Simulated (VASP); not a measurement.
# KTaO3: single point with r2SCAN

The system is KTaO3.

```
CELL_PARAMETERS angstrom
4.06652 0.00000 0.00000
0.00000 4.06652 0.00000
0.00000 0.00000 4.06652
ATOMIC_POSITIONS crystal
Ta 0.00000 0.00000 0.00000
K 0.50000 0.50000 0.50000
O 0.00000 0.00000 0.50000
O 0.00000 0.50000 0.00000
O 0.50000 0.00000 0.00000
```

```yaml
Program: VASP 6.6.1
Task: single point
Functional: r2SCAN
Potentials_or_basis: VASP PAW PBE potentials, release 64 (Ta_sv_GW, K_sv, O)
Cutoff: 660 eV
k_mesh: 7 × 7 × 7
Occupations: fermi-dirac, width 0.05 eV
Spin: no spin polarisation
Dipole_correction: no
Second_run: valence_matched
Further_INCAR_settings: ALGO = Normal; EDIFF = 1e-06; NBANDS = 28
```

```yaml
Pressure: -10.6 GPa
Band_gap_on_the_k_mesh: 2.52 eV, indirect (least direct gap 3.13 eV)
```

Levels at points of the mesh, in eV from the valence-band top:
```csv
k point,band 18,band 19,band 20,band 21,band 22,band 23
"(0.00, 0.00, 0.00)",-0.61,-0.61,-0.61,2.52,2.52,2.52
```

Wall time 110 s on 1 thread of Intel(R) Xeon(R) Platinum 8488C (Sapphire Rapids), with other jobs on the host, peak memory 0.25 GiB.

Caveat: the PAW data sets were made with another functional, which shifts forces and pressure a little; spin-orbit coupling is left out, which moves the levels of the heavy elements. A k mesh can miss the band edges.
